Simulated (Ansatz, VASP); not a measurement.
# Two plane-wave programs on AlGa3N4

```
CELL_PARAMETERS angstrom
5.86402 0.06613 0.12205
0.07023 5.63051 -0.13019
0.12447 -0.13362 5.73121
ATOMIC_POSITIONS crystal
Al 0.82236 0.29496 0.26560
Al 0.14248 0.90324 0.94905
Ga 0.25349 0.39154 0.61863
Ga 0.58588 0.90664 0.31747
Ga 0.10200 0.79127 0.41684
Ga 0.59282 0.12466 0.77609
Ga 0.40576 0.42550 0.11964
Ga 0.82107 0.63351 0.77392
N 0.31608 0.74299 0.67847
N 0.34217 0.75638 0.16719
N 0.90452 0.97264 0.23243
N 0.27148 0.20860 0.89526
N 0.50963 0.25728 0.40669
N 0.55302 0.80470 0.64344
N 0.98011 0.47769 0.47120
N 0.71958 0.37633 0.96627
```

Alike in both runs: task single point; functional PBEsol; k mesh 4 × 4 × 4; occupations gaussian, width 0.02 eV; no spin polarisation.

```csv
,VASP,Ansatz
version,VASP 6.6.1,Ansatz 0.2.0
potentials or method,"VASP PAW PBE potentials, release 64 (Al, Ga_d, N), cutoff 520 eV","scalar-relativistic, plane waves, PAW"
valence electrons in the cell,124,124
```

|  | VASP | Ansatz | Ansatz less VASP |
| --- | --- | --- | --- |
| gap on the k mesh at the Fermi level (eV) | 1.24 | 1.24 | +0.001 |
| least direct gap on the mesh (eV) | 1.33 | 1.33 | +0.001 |
| rms of the force components (eV/Å) | 0.018 | 0.013 | -0.0048 |

VASP's potentials were made for PBE, not for PBEsol. Atom by atom the forces differ by 0.020 eV/Å (rms over components). The functional is the same, so the differences come from potentials, cutoffs and numerics.
